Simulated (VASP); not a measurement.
# Sr33O32 (a cell with a defect) in VASP: single point with PBEsol

Aim: the single point of Sr33O32 (a cell with a defect) with PBEsol.

All numbers are computed with VASP 6.6.1; they aren't measurements. Logs are shortened: lines on timing, memory, paths and dates and some standing lists are left out, and cuts for length are marked.

### Step 1. The cell of the first run

The cell holds a defect, 65 atoms: a = 10.245 Å, b = 10.245 Å, c = 10.245 Å, α = 90.00°, β = 90.00°, γ = 90.00°.

### Step 2. Single point, PBEsol

INCAR

```
SYSTEM = Sr33O32
  ALGO = Normal
  EDIFF = 1E-7
  ENCUT = 520
  GGA = PS
  ISIF = 2
  ISMEAR = -1
  ISYM = 0
  LASPH = .True.
  LCHARG = .True.
  LELF = .True.
  LREAL = Auto
  LVHAR = .True.
  LWAVE = .False.
  NBANDS = 299
  NELECT = 520.0
  NELM = 80
  PREC = Accurate
  SIGMA = 0.05
```

KPOINTS

```
Automatic mesh
0
Gamma
  1 1 1
  0.25 0.25 0.25
```

POSCAR

```
Sr33O32
1.0
   10.2454930000      0.0000000000      0.0000000000
    0.0000000000     10.2454930000      0.0000000000
    0.0000000000      0.0000000000     10.2454930000
O Sr
32 33
Direct
    0.2509830000      0.0002480000      0.0003950000
    0.2475400000      0.9948340000      0.5027980000
    0.2475440000      0.5026590000      0.9949670000
    0.2479010000      0.5022360000      0.5023580000
    0.7498660000      0.0003370000      0.0004710000
    0.7499610000      0.0002380000      0.4993720000
    0.7499610000      0.4992320000      0.0003730000
    0.7553640000      0.5026350000      0.5027710000
    0.0006740000      0.2505600000      0.0003930000
    0.9952710000      0.2471140000      0.5027910000
    0.0007570000      0.7494410000      0.0004700000
    0.0006640000      0.7495360000      0.4993720000
    0.5030770000      0.2471240000      0.9949730000
    0.5026630000      0.2474790000      0.5023290000
    0.4996570000      0.7495440000      0.0003770000
    0.5030550000      0.7549300000      0.5027700000
    0.0006740000      0.0002490000      0.2507010000
    0.0007400000      0.0003210000      0.7495900000
    0.9952640000      0.5026560000      0.2472570000
    0.0006640000      0.4992190000      0.7496760000
    0.5030820000      0.9948370000      0.2472630000
    0.4996420000      0.0002350000      0.7496750000
    0.5026470000      0.5022090000      0.2476050000
    0.5030580000      0.5026300000      0.7550580000
    0.2480360000      0.2475760000      0.2477160000
    0.2475500000      0.2471200000      0.7550390000
    0.2475510000      0.7549040000      0.2472650000
    0.2509520000      0.7495400000      0.7496790000
    0.7553330000      0.2471260000      0.2472640000
    0.7499620000      0.2505340000      0.7496800000
    0.7499660000      0.7495430000      0.2506800000
    0.7498270000      0.7494070000      0.7495570000
    0.0003570000      0.9999330000      0.0000720000
    0.9944830000      0.9940640000      0.5009140000
    0.9944910000      0.5007760000      0.9942050000
    0.9999470000      0.5003370000      0.5004770000
    0.5011960000      0.9940740000      0.9942070000
    0.5007610000      0.9995210000      0.5004730000
    0.5007590000      0.5003330000      0.9996560000
    0.5297270000      0.5292930000      0.5294220000
    0.2498770000      0.2494490000      0.9996740000
    0.2209680000      0.2205290000      0.5293300000
    0.2494300000      0.7557110000      0.9942020000
    0.2498420000      0.7502380000      0.5004720000
    0.7561320000      0.2490080000      0.9942130000
    0.7506580000      0.2494190000      0.5004720000
    0.7502470000      0.7498250000      0.0000930000
    0.7561570000      0.7557290000      0.5009000000
    0.2498690000      0.9995380000      0.2495810000
    0.2494230000      0.9940650000      0.7558590000
    0.2209660000      0.5291960000      0.2206710000
    0.2498410000      0.5003400000      0.7503650000
    0.7561320000      0.9940670000      0.2491450000
    0.7502460000      0.9999520000      0.7499670000
    0.7506560000      0.5003340000      0.2495550000
    0.7561510000      0.5007560000      0.7558680000
    0.9999630000      0.2494430000      0.2495830000
    0.9944910000      0.2490070000      0.7558530000
    0.9944910000      0.7557120000      0.2491470000
    0.0003720000      0.7498280000      0.7499680000
    0.5296130000      0.2205450000      0.2206900000
    0.5007610000      0.2494170000      0.7503660000
    0.5007600000      0.7502320000      0.2495560000
    0.5011730000      0.7557230000      0.7558650000
    0.3753650000      0.3749750000      0.3751100000
```

Potentials or basis: VASP PAW PBE potentials, release 64 (O, Sr_sv).

The run is started by

```sh
> cat potpaw_PBE.64/O/POTCAR potpaw_PBE.64/Sr_sv/POTCAR > POTCAR
> mpirun -np 1 vasp_std > vasp.out
```

OUTCAR:

```text
SYSTEM = Sr33O32
   EDIFF = 1E-7
   ENCUT = 520
   GGA = PS
   ISIF = 2
   ISMEAR = -1
   ISYM = 0
   LASPH = .True.
   LREAL = Auto
   NELECT = 520.0
   NELM = 80
   PREC = Accurate

 ion  position               nearest neighbor table
   1  0.251  0.000  0.000-  50 2.51  43 2.51  49 2.55  41 2.55  37 2.57  33 2.57
   2  0.248  0.995  0.503-  42 2.34  44 2.51  34 2.59  50 2.59  49 2.59  38 2.59
   3  0.248  0.503  0.995-  51 2.34  52 2.51  43 2.59  35 2.59  41 2.59  39 2.59
   4  0.248  0.502  0.502-  65 2.26  36 2.54  44 2.54  52 2.54  51 2.91  42 2.91  40 2.91
   5  0.750  0.000  0.000-  37 2.55  45 2.55  53 2.55  33 2.57  54 2.57  47 2.57
   6  0.750  0.000  0.499-  48 2.51  34 2.51  46 2.55  38 2.55  53 2.57  54 2.57
   7  0.750  0.499  0.000-  56 2.51  35 2.51  55 2.55  39 2.55  45 2.57  47 2.57
   8  0.755  0.503  0.503-  40 2.34  36 2.51  48 2.59  56 2.59  46 2.59  55 2.59
   9  0.001  0.251  0.000-  58 2.51  45 2.51  57 2.55  41 2.55  35 2.57  33 2.57
  10  0.995  0.247  0.503-  42 2.34  46 2.51  34 2.59  58 2.59  57 2.59  36 2.59
  11  0.001  0.749  0.000-  35 2.55  43 2.55  59 2.55  33 2.57  60 2.57  47 2.57
  12  0.001  0.750  0.499-  48 2.51  34 2.51  44 2.55  36 2.55  59 2.57  60 2.57
  13  0.503  0.247  0.995-  61 2.34  62 2.51  37 2.59  45 2.59  41 2.59  39 2.59
  14  0.503  0.247  0.502-  65 2.26  38 2.54  46 2.54  62 2.54  61 2.91  42 2.91  40 2.91
  15  0.500  0.750  0.000-  64 2.51  37 2.51  63 2.55  39 2.55  43 2.57  47 2.57
  16  0.503  0.755  0.503-  40 2.34  38 2.51  64 2.59  48 2.59  44 2.59  63 2.59
  17  0.001  0.000  0.251-  59 2.51  53 2.51  57 2.55  49 2.55  34 2.57  33 2.57
[... 67 lines left out ...]
  59  0.994  0.756  0.249-  31 2.51  17 2.51  11 2.55  12 2.57  19 2.59  27 2.59  51 3.29  53 3.45
                            48 3.55  34 3.55  33 3.57  47 3.57  49 3.62  55 3.62  44 3.67  36 3.67
  60  0.000  0.750  0.750-  18 2.57  11 2.57  32 2.57  28 2.57  12 2.57  20 2.57  48 3.57  50 3.57
                            35 3.57  34 3.57  43 3.57  56 3.57  52 3.61  44 3.61  36 3.61  33 3.62
  61  0.530  0.221  0.221-  21 2.34  13 2.34  29 2.34  65 2.74  25 2.91  14 2.91  23 2.91  37 3.29
                            53 3.29  45 3.29  49 3.66  41 3.66  38 3.67  39 3.67  46 3.67  55 3.67
  62  0.501  0.249  0.750-  13 2.51  14 2.54  22 2.55  30 2.55  26 2.59  24 2.59  54 3.61  37 3.62
                            45 3.62  38 3.62  46 3.62  41 3.62  39 3.62  52 3.64  42 3.67  40 3.67
  63  0.501  0.750  0.250-  21 2.51  23 2.54  15 2.55  31 2.55  27 2.59  16 2.59  47 3.61  37 3.62
                            53 3.62  55 3.62  39 3.62  49 3.62  38 3.62  44 3.64  51 3.67  40 3.67
  64  0.501  0.756  0.756-  15 2.51  22 2.51  32 2.55  28 2.57  24 2.59  16 2.59  40 3.29  37 3.45
                            43 3.55  50 3.55  54 3.57  47 3.57  39 3.62  38 3.62  52 3.67  44 3.67
  65  0.375  0.375  0.375-   4 2.26  14 2.26  23 2.26  25 2.26  40 2.74  51 2.74  42 2.74  61 2.74
                            52 4.25  44 4.25  63 4.25  62 4.25  55 4.25  46 4.25  36 4.25  39 4.25

IMPORTANT INFORMATION: All symmetrisations will be switched off!
NOSYMM: (Re-)initialisation of all symmetry stuff for point group C_1.

----------------------------------------------------------------------------------------

                                     Primitive cell

  volume of cell :    1075.4707

  direct lattice vectors                    reciprocal lattice vectors
    10.245493000  0.000000000  0.000000000     0.097603893  0.000000000  0.000000000
     0.000000000 10.245493000  0.000000000     0.000000000  0.097603893  0.000000000
     0.000000000  0.000000000 10.245493000     0.000000000  0.000000000  0.097603893

  length of vectors
    10.245493000 10.245493000 10.245493000     0.097603893  0.097603893  0.097603893

  position of ions in fractional coordinates (direct lattice)
     0.250983000  0.000248000  0.000395000
     0.247540000  0.994834000  0.502798000
     0.247544000  0.502659000  0.994967000
     0.247901000  0.502236000  0.502358000
     0.749866000  0.000337000  0.000471000
     0.749961000  0.000238000  0.499372000
[... 57 lines left out ...]
     0.501173000  0.755723000  0.755865000
     0.375365000  0.374975000  0.375110000

  ion indices of the primitive-cell ions
   primitive index   ion index
                 1           1
                 2           2
                 3           3
                 4           4
                 5           5
                 6           6
[... 57 lines left out ...]
                64          64
                65          65

----------------------------------------------------------------------------------------

 KPOINTS: Automatic mesh

Automatic generation of k-mesh.
 Grid dimensions read from file:
 generate k-points for:    1    1    1

 Generating k-lattice:

  Cartesian coordinates                     Fractional coordinates (reciprocal lattice)
     0.097603893  0.000000000  0.000000000     1.000000000  0.000000000  0.000000000
     0.000000000  0.097603893  0.000000000     0.000000000  1.000000000  0.000000000
     0.000000000  0.000000000  0.097603893     0.000000000  0.000000000  1.000000000

  Length of vectors
     0.097603893  0.097603893  0.097603893

  Shift w.r.t. Gamma in fractional coordinates (k-lattice)
     0.250000000  0.250000000  0.250000000

 Subroutine IBZKPT returns following result:
 ===========================================

 Found      4 irreducible k-points:

 Following reciprocal coordinates:
            Coordinates               Weight
  0.250000  0.250000  0.250000      2.000000
 -0.250000  0.250000  0.250000      2.000000
 -0.250000 -0.250000  0.250000      2.000000
  0.250000 -0.250000  0.250000      2.000000
   k-points           NKPTS =      4   k-points in BZ     NKDIM =      4   number of bands    NBANDS=    299
   number of dos      NEDOS =    301   number of ions     NIONS =     65
   total plane-waves  NPLWV = 512000
   dimension x,y,z NGX =    80 NGY =   80 NGZ =   80
   dimension x,y,z NGXF=   160 NGYF=  160 NGZF=  160
   ions per type =              32  33
   NGX,Y,Z   is equivalent  to a cutoff of  12.98, 12.98, 12.98 a.u.
   NGXF,Y,Z  is equivalent  to a cutoff of  25.96, 25.96, 25.96 a.u.
 SYSTEM =  Sr33O32
   PREC   = accura    normal or accurate (medium, high low for compatibility)
   ISTART =      0    job   : 0-new  1-cont  2-samecut
   ICHARG =      2    charge: 1-file 2-atom 10-const
   ISPIN  =      1    spin polarized calculation?
   LNONCOLLINEAR =      F non collinear calculations
   LSORBIT =      F    spin-orbit coupling
   LASPH  =      T    aspherical Exc in radial PAW
   ENCUT  =  520.0 eV  38.22 Ry    6.18 a.u.  19.05 19.05 19.05*2*pi/ulx,y,z
   NELM   =     80;   NELMIN=  2; NELMDL= -5     # of ELM steps
   EDIFF  = 0.1E-06   stopping-criterion for ELM
   LREAL  =      T    real-space projection
   EDIFFG = 0.1E-05   stopping-criterion for IOM
   NSW    =      0    number of steps for IOM
   IBRION =     -1    ionic relax: 0-MD 1-quasi-New 2-CG
   NFREE  =      0    steps in history (QN), initial steepest desc. (CG)
   ISIF   =      2    stress and relaxation
   ISYM   =      0    0-nonsym 1-usesym 2-fastsym
   POTIM  = 0.5000    time-step for ionic-motion
   TEBEG  =    0.0;   TEEND  =   0.0 temperature during run
   PSTRESS=    0.0 pullay stress
   NELECT =     520.0000    total number of electrons
   NUPDOWN=      -1.0000    fix difference up-down
   EMIN   =  10.00;   EMAX   =-10.00  energy-range for DOS
   EFERMI =   0.00;   METHOD = LEGACY
   ISMEAR =    -1;   SIGMA  =   0.05  broadening in eV -4-tet -1-fermi 0-gaus
   EFERMI_NEDOS =   21; number of points for ismear=-14 and -15
   IALGO  =     38    algorithm
   IMIX   =      4    mixing-type and parameters
     AMIX     =   0.40;   BMIX     =  1.00
     AMIX_MAG =   1.60;   BMIX_MAG =  1.00
  volume/ion in A,a.u.               =      16.55       111.66
  Fermi-wavevector in a.u.,A,eV,Ry     =   1.284921  2.428149 22.463517  1.651022
  Thomas-Fermi vector in A             =   2.417086
   LORBIT       =      0    0 simple, 1 ext, 2 COOP (PROOUT), +10 PAW based schemes
   GGA     = PS    functional components
   LHFCALC =     F    Hartree Fock is set to
   AEXX    =    0.0000 exact exchange contribution
   IVDW    =     0    specifies the selected vdW correction
   LEPSILON=     F    determine dielectric tensor
   LRPA    =     F    only Hartree local field effects (RPA)
 non-spin polarized calculation
  energy-cutoff  :      520.00
  volume of cell :     1075.47
 maximum number of plane-waves:     28978
 NGX is ok and might be reduce to    80
   NGX = 39   NGY = 39   NGZ = 39

 number of electron     520.0000025 magnetization

 Free energy of the ion-electron system (eV)
  ---------------------------------------------------
  ext. energy  EPLUGINS =         0.00000000
  ---------------------------------------------------
  free energy    TOTEN  =      -410.01785432 eV

  energy without entropy =     -410.01785432  energy(sigma->0) =     -410.01785432

 E-fermi :   2.7996     XC(G=0): -10.3934

 val. band max:        1.4910949512   @ k =   0.2500   0.2500   0.2500
 cond. band min:       5.3097265848   @ k =   0.2500  -0.2500   0.2500
 fundamental gap:      3.8186316336
 Fermi energy:         2.7996157338

 k-point     1 :       0.2500    0.2500    0.2500
  band No.  band energies     occupation
      1     -31.2965      2.00000
      2     -30.9085      2.00000
      3     -30.9068      2.00000
      4     -30.9063      2.00000
      5     -30.6057      2.00000
      6     -30.3710      2.00000
[... 1089 lines left out ...]
    271       6.6112      0.00000
    272       6.6113      0.00000
 [bands above 272 left out]

------------------------ aborting loop because EDIFF is reached ----------------------------------------

  FORCE on cell =-STRESS in cart. coord.  units (eV):
  Direction    XX          YY          ZZ          XY          YZ          ZX
  --------------------------------------------------------------------------------------
  -------------------------------------------------------------------------------------
  Total       13.0331345     13.0202219     13.0139197     -0.0001972      0.0001452      0.0013231
  in kB       19.4160498     19.3968132     19.3874246     -0.0002938      0.0002163      0.0019711
  external PRESSURE =      19.4000959 kB  Pullay stress =       0.0000000 kB

 VOLUME and BASIS-vectors are now :
 -----------------------------------------------------------------------------
  energy-cutoff  :      520.00
  volume of cell :     1075.47
      direct lattice vectors                 reciprocal lattice vectors
    10.245493000  0.000000000  0.000000000     0.097603893  0.000000000  0.000000000
     0.000000000 10.245493000  0.000000000     0.000000000  0.097603893  0.000000000
     0.000000000  0.000000000 10.245493000     0.000000000  0.000000000  0.097603893

 POSITION                                       TOTAL-FORCE (eV/Angst)
 -----------------------------------------------------------------------------------
      2.57144      0.00254      0.00405        -0.000740      0.006682      0.006675
      2.53617     10.19256      5.15141         0.008100     -0.031419     -0.008136
      2.53621      5.14999     10.19393         0.008202     -0.007611     -0.032921
      2.53987      5.14566      5.14691        -0.028040      0.029775      0.029244
      7.68275      0.00345      0.00483         0.001369     -0.002542     -0.002710
      7.68372      0.00244      5.11631        -0.006315      0.005276      0.001174
[... 57 lines left out ...]
      5.13476      7.74275      7.74421        -0.002388     -0.005366     -0.005884
      3.84580      3.84180      3.84319         0.000574     -0.005119     -0.005290
 -----------------------------------------------------------------------------------
    total drift:                                0.016844     -0.012029      0.005556

  FREE ENERGIE OF THE ION-ELECTRON SYSTEM (eV)
  ---------------------------------------------------
  free  energy   TOTEN  =      -410.0178543215 eV

  energy  without entropy=     -410.0178543214  energy(sigma->0) =     -410.01785432
```

Wall time 55 min (1 thread of Intel Xeon Platinum 8375C at 2.90GHz (Ice Lake), shared host); peak memory 1.5 GiB.

Results:

| Property | Result |
| --- | --- |
| Free energy | -410.0179 eV |
| Largest force | 0.050 eV/Å |

Forces on the atoms (eV/Å):
```
O   -0.001  0.007  0.007
O    0.008 -0.031 -0.008
O    0.008 -0.008 -0.033
O   -0.028  0.030  0.029
O    0.001 -0.003 -0.003
O   -0.006  0.005  0.001
O   -0.007 -0.001  0.007
O    0.031 -0.007 -0.008
O    0.007 -0.001  0.006
O   -0.034  0.008 -0.008
O   -0.001  0.001 -0.002
O    0.006 -0.005  0.000
O   -0.008  0.007 -0.032
O    0.027 -0.025  0.031
O    0.000 -0.006  0.006
O   -0.007  0.032 -0.007
O    0.007  0.006  0.000
O    0.000  0.000  0.000
O   -0.034 -0.009  0.008
O    0.006  0.000 -0.005
O   -0.008 -0.032  0.007
O    0.002  0.006 -0.005
O    0.027  0.029 -0.026
O   -0.008 -0.008  0.032
O   -0.027 -0.026 -0.027
O    0.008  0.008  0.033
O    0.009  0.033  0.007
O    0.000 -0.007 -0.006
O    0.032  0.009  0.008
O   -0.007 -0.002 -0.005
O   -0.008 -0.008  0.001
O    0.001  0.002  0.001
Sr   0.002  0.001  0.002
Sr   0.006  0.006 -0.003
Sr   0.005 -0.003  0.005
Sr   0.006 -0.005 -0.005
Sr  -0.003  0.005  0.005
Sr  -0.006  0.006 -0.006
Sr  -0.005 -0.005  0.006
Sr  -0.021 -0.020 -0.021
Sr   0.004  0.004  0.006
Sr   0.020  0.021 -0.020
Sr   0.003 -0.005  0.006
Sr   0.006 -0.006 -0.005
Sr  -0.006  0.003  0.006
Sr  -0.006  0.006 -0.006
Sr   0.001 -0.001  0.000
Sr  -0.006 -0.006 -0.003
Sr   0.005  0.005  0.004
Sr   0.003  0.006 -0.006
Sr   0.020 -0.020  0.020
Sr   0.006 -0.005 -0.006
Sr  -0.006  0.006  0.003
Sr   0.001 -0.001  0.000
Sr  -0.006 -0.005  0.006
Sr  -0.006 -0.003 -0.006
Sr   0.006  0.004  0.004
Sr   0.006  0.002 -0.006
Sr   0.006 -0.005  0.003
Sr   0.000 -0.001  0.000
Sr  -0.021  0.021  0.021
Sr  -0.006  0.006 -0.007
Sr  -0.005 -0.006  0.006
Sr  -0.002 -0.005 -0.006
Sr   0.001 -0.005 -0.005
```

Caveat: the cell carries a net charge on a neutralising background, which shifts energy and pressure; the cell is charged against a uniform background, so pressure and absolute levels hang on convention; the PAW data sets were made with another functional, which shifts forces and pressure a little.
